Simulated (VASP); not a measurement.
# In2Au (Fm-3m) in VASP: further runs

In2Au is run at these levels: LDA; tasks: electric field gradients.

All numbers are computed with VASP 6.6.1; they aren't measurements. Logs are shortened: lines on timing, memory, paths and dates and some standing lists are left out, and cuts for length are marked.

## 1. The cell of the first run

It takes space group Fm-3m (No. 225, cubic). Conventional cell: a = 6.480 Å, b = 6.480 Å, c = 6.480 Å, α = 90.00°, β = 90.00°, γ = 90.00°. In (site symmetry -43m) has 4 Au at 2.81 Å and 6 In at 3.24 Å within 3.7 Å. Within 3.7 Å of Au (site symmetry m-3m) lie 8 In at 2.81 Å.

## 2. Electric field gradients, LDA (volume scaled by 0.99)

Input file INCAR:

```
  PREC = Accurate
  ENCUT = 520
  EDIFF = 1E-8
  ISMEAR = -1
  SIGMA = 0.05
  LREAL = False
  LASPH = True
  NELM = 100
  ALGO = Normal
  ISIF = 2
  LWAVE = False
  LCHARG = False
  LEFG = True
  NBANDS = 26
```

Input file KPOINTS:

```
regular mesh
0
Gamma
  10 10 10
```

Input file POSCAR:

```
In2Au
1.0
    0.0000000000      3.2401270091      3.2401270091
    3.2401270091      0.0000000000      3.2401270091
    3.2401270091      3.2401270091      0.0000000000
In Au
2 1
Direct
    0.2500000000      0.2500000000      0.2500000000
    0.7500000000      0.7500000000      0.7500000000
    0.0000000000      0.0000000000      0.0000000000
```

Potentials or basis: VASP PAW LDA potentials, release 64 (In_d, Au).

Started as:

```bash
$ cat potpaw_LDA.64/In_d/POTCAR potpaw_LDA.64/Au/POTCAR > POTCAR
$ mpirun -np 1 vasp_std > vasp.out
```

OUTCAR:

```text
PREC = Accurate
   ENCUT = 520
   EDIFF = 1E-8
   ISMEAR = -1
   LREAL = False
   LASPH = True
   NELM = 100
   ISIF = 2

 ion  position               nearest neighbor table
   1  0.250  0.250  0.250-   3 2.81   3 2.81   3 2.81   3 2.81   2 3.24   2 3.24   2 3.24   2 3.24
                             2 3.24   2 3.24
   2  0.750  0.750  0.750-   3 2.81   3 2.81   3 2.81   3 2.81   1 3.24   1 3.24   1 3.24   1 3.24
                             1 3.24   1 3.24
   3  0.000  0.000  0.000-   2 2.81   2 2.81   2 2.81   1 2.81   2 2.81   1 2.81   1 2.81   1 2.81

  LATTYP: Found a face centered cubic cell.
 ALAT       =     6.4802540182

  Lattice vectors:

 A1 = (   0.0000000000,   3.2401270091,   3.2401270091)
 A2 = (   3.2401270091,   0.0000000000,   3.2401270091)
 A3 = (   3.2401270091,   3.2401270091,   0.0000000000)

Analysis of symmetry for initial positions (statically):
=====================================================================
 Subroutine PRICEL returns:
 Original cell was already a primitive cell.

 Routine SETGRP: Setting up the symmetry group for a
 face centered cubic supercell.

 Subroutine GETGRP returns: Found 48 space group operations
 (whereof 48 operations were pure point group operations)
 out of a pool of 48 trial point group operations.

The static configuration has the point symmetry O_h .

Analysis of symmetry for dynamics (positions and initial velocities):
=====================================================================
 Subroutine PRICEL returns:
 Original cell was already a primitive cell.

 Routine SETGRP: Setting up the symmetry group for a
 face centered cubic supercell.

 Subroutine GETGRP returns: Found 48 space group operations
 (whereof 48 operations were pure point group operations)
 out of a pool of 48 trial point group operations.

The dynamic configuration has the point symmetry O_h .

 Subroutine INISYM returns: Found 48 space group operations
 (whereof 48 operations are pure point group operations),
 and found     1 'primitive' translations

----------------------------------------------------------------------------------------

                                     Primitive cell

  volume of cell :      68.0324

  direct lattice vectors                    reciprocal lattice vectors
     0.000000000  3.240127009  3.240127009    -0.154314938  0.154314938  0.154314938
     3.240127009  0.000000000  3.240127009     0.154314938 -0.154314938  0.154314938
     3.240127009  3.240127009  0.000000000     0.154314938  0.154314938 -0.154314938

  length of vectors
     4.582231560  4.582231560  4.582231560     0.267281314  0.267281314  0.267281314

  position of ions in fractional coordinates (direct lattice)
     0.250000000  0.250000000  0.250000000
     0.750000000  0.750000000  0.750000000
     0.000000000  0.000000000  0.000000000

  ion indices of the primitive-cell ions
   primitive index   ion index
                 1           1
                 2           2
                 3           3

----------------------------------------------------------------------------------------

 KPOINTS: regular mesh

Automatic generation of k-mesh.
 Grid dimensions read from file:
 generate k-points for:   10   10   10

 Generating k-lattice:

  Cartesian coordinates                     Fractional coordinates (reciprocal lattice)
    -0.015431494  0.015431494  0.015431494     0.100000000  0.000000000  0.000000000
     0.015431494 -0.015431494  0.015431494     0.000000000  0.100000000  0.000000000
     0.015431494  0.015431494 -0.015431494     0.000000000  0.000000000  0.100000000

  Length of vectors
     0.026728131  0.026728131  0.026728131

  Shift w.r.t. Gamma in fractional coordinates (k-lattice)
     0.000000000  0.000000000  0.000000000

 Subroutine IBZKPT returns following result:
 ===========================================

 Found     47 irreducible k-points:

 Following reciprocal coordinates:
            Coordinates               Weight
  0.000000  0.000000  0.000000      1.000000
  0.100000  0.000000  0.000000      8.000000
  0.200000  0.000000  0.000000      8.000000
  0.300000  0.000000  0.000000      8.000000
  0.400000  0.000000  0.000000      8.000000
  0.500000  0.000000  0.000000      4.000000
[... 16 lines left out ...]
  0.300000  0.300000  0.000000      6.000000
  0.400000  0.300000  0.000000     24.000000
 [... further k-points ...]
   k-points           NKPTS =     47   k-points in BZ     NKDIM =     47   number of bands    NBANDS=     26
   number of dos      NEDOS =    301   number of ions     NIONS =      3
   total plane-waves  NPLWV =  46656
   dimension x,y,z NGX =    36 NGY =   36 NGZ =   36
   dimension x,y,z NGXF=    72 NGYF=   72 NGZF=   72
   ions per type =               2   1
   NGX,Y,Z   is equivalent  to a cutoff of  13.06, 13.06, 13.06 a.u.
   NGXF,Y,Z  is equivalent  to a cutoff of  26.12, 26.12, 26.12 a.u.
 SYSTEM =  unknown system
   PREC   = accura    normal or accurate (medium, high low for compatibility)
   ISTART =      0    job   : 0-new  1-cont  2-samecut
   ICHARG =      2    charge: 1-file 2-atom 10-const
   ISPIN  =      1    spin polarized calculation?
   LNONCOLLINEAR =      F non collinear calculations
   LSORBIT =      F    spin-orbit coupling
   LASPH  =      T    aspherical Exc in radial PAW
   ENCUT  =  520.0 eV  38.22 Ry    6.18 a.u.   8.52  8.52  8.52*2*pi/ulx,y,z
   NELM   =    100;   NELMIN=  2; NELMDL= -5     # of ELM steps
   EDIFF  = 0.1E-07   stopping-criterion for ELM
   LREAL  =      F    real-space projection
   EDIFFG = 0.1E-06   stopping-criterion for IOM
   NSW    =      0    number of steps for IOM
   IBRION =     -1    ionic relax: 0-MD 1-quasi-New 2-CG
   NFREE  =      0    steps in history (QN), initial steepest desc. (CG)
   ISIF   =      2    stress and relaxation
   ISYM   =      2    0-nonsym 1-usesym 2-fastsym
   POTIM  = 0.5000    time-step for ionic-motion
   TEBEG  =    0.0;   TEEND  =   0.0 temperature during run
   PSTRESS=    0.0 pullay stress
   NELECT =      37.0000    total number of electrons
   NUPDOWN=      -1.0000    fix difference up-down
   EMIN   =  10.00;   EMAX   =-10.00  energy-range for DOS
   EFERMI =   0.00;   METHOD = LEGACY
   ISMEAR =    -1;   SIGMA  =   0.05  broadening in eV -4-tet -1-fermi 0-gaus
   EFERMI_NEDOS =   21; number of points for ismear=-14 and -15
   IALGO  =     38    algorithm
   IMIX   =      4    mixing-type and parameters
     AMIX     =   0.40;   BMIX     =  1.00
     AMIX_MAG =   1.60;   BMIX_MAG =  1.00
  volume/ion in A,a.u.               =      22.68       153.04
  Fermi-wavevector in a.u.,A,eV,Ry     =   1.336298  2.525237 24.295825  1.785693
  Thomas-Fermi vector in A             =   2.464936
   LORBIT       =      0    0 simple, 1 ext, 2 COOP (PROOUT), +10 PAW based schemes
   GGA     = CA    functional components
   LHFCALC =     F    Hartree Fock is set to
   AEXX    =    0.0000 exact exchange contribution
   IVDW    =     0    specifies the selected vdW correction
   LEPSILON=     F    determine dielectric tensor
   LRPA    =     F    only Hartree local field effects (RPA)
 non-spin polarized calculation
  energy-cutoff  :      520.00
  volume of cell :       68.03
 maximum number of plane-waves:      1854
 NGX is ok and might be reduce to    36
   NGX = 17   NGY = 17   NGZ = 17

 number of electron      36.9999987 magnetization

 Free energy of the ion-electron system (eV)
  ---------------------------------------------------
  ext. energy  EPLUGINS =         0.00000000
  ---------------------------------------------------
  free energy    TOTEN  =       -11.69372533 eV

  energy without entropy =      -11.68419800  energy(sigma->0) =      -11.68896167

 E-fermi :   7.9888     XC(G=0): -11.0930

 val. band max:        7.9816476975   @ k =   0.5000   0.2000   0.1000
 cond. band min:       7.9908926669   @ k =  -0.4000   0.2000   0.0000
 fundamental gap:      0.0092449694
 Fermi energy:         7.9887662287

 k-point     1 :       0.0000    0.0000    0.0000
  band No.  band energies     occupation
      1      -6.8702      2.00000
      2      -6.8702      2.00000
      3      -6.7111      2.00000
      4      -6.7111      2.00000
      5      -6.7111      2.00000
      6      -6.4207      2.00000
[... 18 lines left out ...]
     25      13.5889      0.00000
     26      13.5889      0.00000

 k-point     2 :       0.1000    0.0000    0.0000
  band No.  band energies     occupation
      1      -6.8545      2.00000
      2      -6.8545      2.00000
      3      -6.7117      2.00000
      4      -6.7037      2.00000
      5      -6.7037      2.00000
      6      -6.4271      2.00000
[... 18 lines left out ...]
     25      13.6699      0.00000
     26      13.6699      0.00000

 k-point     3 :       0.2000    0.0000    0.0000
  band No.  band energies     occupation
      1      -6.8091      2.00000
      2      -6.8091      2.00000
      3      -6.7078      2.00000
      4      -6.6822      2.00000
      5      -6.6822      2.00000
      6      -6.4461      2.00000
[... 18 lines left out ...]
     25      14.2666      0.00000
     26      14.2666      0.00000

 k-point     4 :       0.3000    0.0000    0.0000
  band No.  band energies     occupation
      1      -6.7386      2.00000
      2      -6.7386      2.00000
      3      -6.6900      2.00000
      4      -6.6488      2.00000
      5      -6.6488      2.00000
      6      -6.4765      2.00000
[... 18 lines left out ...]
     25      15.3024      0.00000
     26      15.3024      0.00000
[... 496 lines left out ...]
      1      -6.7859      2.00000
      2      -6.7067      2.00000
      3      -6.6607      2.00000
      4      -6.6540      2.00000
      5      -6.6075      2.00000
      6      -6.5215      2.00000
[... 18 lines left out ...]
     25      14.7389      0.00000
     26      17.9375      0.00000

 k-point    23 :       0.3000    0.3000    0.0000
  band No.  band energies     occupation
      1      -6.8336      2.00000
      2      -6.7752      2.00000
      3      -6.6283      2.00000
      4      -6.6160      2.00000
      5      -6.6160      2.00000
      6      -6.5165      2.00000
[... 18 lines left out ...]
     25      17.1109      0.00000
     26      17.3502      0.00000

 k-point    24 :       0.4000    0.3000    0.0000
  band No.  band energies     occupation
      1      -6.8128      2.00000
      2      -6.7777      2.00000
      3      -6.5918      2.00000
      4      -6.5909      2.00000
      5      -6.5828      2.00000
      6      -6.5695      2.00000
[... 18 lines left out ...]
     25      17.8987      0.00000
     26      18.1744      0.00000

 [... further k-points ...]
[... 5 lines left out ...]
  --------------------------------------------------------------------------------------
  -------------------------------------------------------------------------------------
  Total       -0.2161895     -0.2161895     -0.2161895      0.0000000      0.0000000      0.0000000
  in kB       -5.0913035     -5.0913035     -5.0913035      0.0000000      0.0000000      0.0000000
  external PRESSURE =      -5.0913035 kB  Pullay stress =       0.0000000 kB

 VOLUME and BASIS-vectors are now :
 -----------------------------------------------------------------------------
  energy-cutoff  :      520.00
  volume of cell :       68.03
      direct lattice vectors                 reciprocal lattice vectors
     0.000000000  3.240127009  3.240127009    -0.154314938  0.154314938  0.154314938
     3.240127009  0.000000000  3.240127009     0.154314938 -0.154314938  0.154314938
     3.240127009  3.240127009  0.000000000     0.154314938  0.154314938 -0.154314938

 POSITION                                       TOTAL-FORCE (eV/Angst)
 -----------------------------------------------------------------------------------
      1.62006      1.62006      1.62006        -0.000000      0.000000     -0.000000
      4.86019      4.86019      4.86019         0.000000      0.000000      0.000000
      0.00000      0.00000      0.00000        -0.000000     -0.000000     -0.000000
 -----------------------------------------------------------------------------------
    total drift:                                0.000000      0.000000      0.000000

  FREE ENERGIE OF THE ION-ELECTRON SYSTEM (eV)
  ---------------------------------------------------
  free  energy   TOTEN  =       -11.6937253296 eV

  energy  without entropy=      -11.6841980042  energy(sigma->0) =      -11.68896167

 Electric field gradients (V/A^2)
---------------------------------------------------------------------
 ion       V_xx      V_yy      V_zz      V_xy      V_xz      V_yz
---------------------------------------------------------------------
   1      -0.000     0.000    -0.000     0.001     0.001     0.001
   2      -0.000     0.000    -0.000     0.001     0.001     0.001
   3       0.000    -0.000     0.000     0.000     0.000     0.000
---------------------------------------------------------------------

 Electric field gradients after diagonalization (V/A^2)
 (convention: |V_zz| > |V_xx| > |V_yy|)
----------------------------------------------------------------------
 ion       V_xx      V_yy      V_zz     asymmetry (V_yy - V_xx)/ V_zz
----------------------------------------------------------------------
   1      -0.001    -0.001     0.003       0.000
   2      -0.001    -0.001     0.003       0.000
   3      -0.000    -0.000     0.000       0.000
----------------------------------------------------------------------

           NMR quadrupolar parameters

 Cq : quadrupolar parameter    Cq=e*Q*V_zz/h
 eta: asymmetry parameters     (V_yy - V_xx)/ V_zz
 Q  : nuclear electric quadrupole moment in mb (millibarn)
----------------------------------------------------------------------
 ion       Cq(MHz)       eta       Q (mb)
----------------------------------------------------------------------
   1       0.000       0.000       1.000
   2       0.000       0.000       1.000
   3       0.000       0.000       1.000
----------------------------------------------------------------------
```

It took 61 s on 1 thread of Intel Xeon Platinum 8259CL at 2.50GHz (Skylake/Cascade Lake), shared host; peak memory 0.22 GiB.

What came out:

| Property | Result |
| --- | --- |
| Free energy | -11.6937 eV |
| Pressure | -0.5 GPa |

Levels at points of the mesh, in eV from the Fermi level:
```
           k point  band 15  band 16  band 17  band 18  band 19  band 20  band 21  band 22  band 23  band 24
(0.00, 0.00, 0.00)    -4.81    -4.81     0.24     3.12     3.12     3.12     3.80     3.80     3.80     4.21
(0.50, 0.00, 0.00)    -4.83    -4.83    -4.71     0.87     0.87     1.78     2.77     3.67     3.67     9.10
(0.50, 0.50, 0.00)    -5.00    -4.85    -4.27    -1.92    -1.92    -0.26     2.47     9.04     9.04    10.06
```

Caveat: without QUAD_EFG the Cq values of the log hold for a quadrupole moment of 1 mb, not for the nuclei; spin-orbit coupling is left out, which moves the levels of the heavy elements.

## 3. Electric field gradients, LDA (volume scaled by 0.99)

Input file INCAR:

```
SYSTEM = In2Au
ALGO = Normal
EDIFF = 1E-8
ENCUT = 520
ISIF = 2
ISMEAR = -1
LASPH = .TRUE.
LCHARG = .FALSE.
LEFG = .TRUE.
LREAL = .FALSE.
LWAVE = .FALSE.
NBANDS = 26
NELM = 80
PREC = Accurate
SIGMA = 0.05
```

Input file KPOINTS:

```
k-points
0
G
  10 10 10
  0 0 0
```

POSCAR is that of step 2.

Potentials or basis: VASP PAW LDA potentials, release 64 (In_d, Au).

Started as:

```bash
$ cat potpaw_LDA.64/In_d/POTCAR potpaw_LDA.64/Au/POTCAR > POTCAR
$ mpirun -np 1 vasp_std > vasp.out
```

OUTCAR:

```text
SYSTEM = In2Au
   EDIFF = 1E-8
   ENCUT = 520
   ISIF = 2
   ISMEAR = -1
   LASPH = .TRUE.
   LREAL = .FALSE.
   NELM = 80
   PREC = Accurate

 ion  position               nearest neighbor table
   1  0.250  0.250  0.250-   3 2.81   3 2.81   3 2.81   3 2.81   2 3.24   2 3.24   2 3.24   2 3.24
                             2 3.24   2 3.24
   2  0.750  0.750  0.750-   3 2.81   3 2.81   3 2.81   3 2.81   1 3.24   1 3.24   1 3.24   1 3.24
                             1 3.24   1 3.24
   3  0.000  0.000  0.000-   2 2.81   2 2.81   2 2.81   1 2.81   2 2.81   1 2.81   1 2.81   1 2.81

  LATTYP: Found a face centered cubic cell.
 ALAT       =     6.4802540182

[... 921 lines left out ...]
---------------------------------------------------------------------
 ion       V_xx      V_yy      V_zz      V_xy      V_xz      V_yz
---------------------------------------------------------------------
   1      -0.000     0.000    -0.000     0.001     0.001     0.001
   2      -0.000     0.000    -0.000     0.001     0.001     0.001
   3       0.000    -0.000     0.000     0.000     0.000     0.000
---------------------------------------------------------------------

 Electric field gradients after diagonalization (V/A^2)
 (convention: |V_zz| > |V_xx| > |V_yy|)
----------------------------------------------------------------------
 ion       V_xx      V_yy      V_zz     asymmetry (V_yy - V_xx)/ V_zz
----------------------------------------------------------------------
   1      -0.001    -0.001     0.003       0.000
   2      -0.001    -0.001     0.003       0.000
   3      -0.000    -0.000     0.000       0.000
----------------------------------------------------------------------

           NMR quadrupolar parameters

 Cq : quadrupolar parameter    Cq=e*Q*V_zz/h
 eta: asymmetry parameters     (V_yy - V_xx)/ V_zz
 Q  : nuclear electric quadrupole moment in mb (millibarn)
----------------------------------------------------------------------
 ion       Cq(MHz)       eta       Q (mb)
----------------------------------------------------------------------
   1       0.000       0.000       1.000
   2       0.000       0.000       1.000
   3       0.000       0.000       1.000
----------------------------------------------------------------------
```

stdout:

```text
POSCAR found type information on POSCAR InAu
 POSCAR found :  2 types and       3 ions
 scaLAPACK will be used
 LDA part: xc-table for (Slater(with rela. corr.)+CA(PZ))
 , standard interpolation
 POSCAR, INCAR and KPOINTS ok, starting setup
 FFT: planning ... GRIDC
 FFT: planning ... GRID_SOFT
 FFT: planning ... GRID
 WAVECAR not read
 entering main loop
ion   1

ion   2

ion   3
```

Run time: 61 s. Hardware: 1 thread of Intel Xeon Platinum 8259CL at 2.50GHz (Skylake/Cascade Lake), shared host; peak memory 0.22 GiB.

Results:

| Property | Result |
| --- | --- |
| Free energy | -11.6937 eV |
| Pressure | -0.5 GPa |

Caveat: without QUAD_EFG the Cq values of the log hold for a quadrupole moment of 1 mb, not for the nuclei; spin-orbit coupling is left out, which moves the levels of the heavy elements.
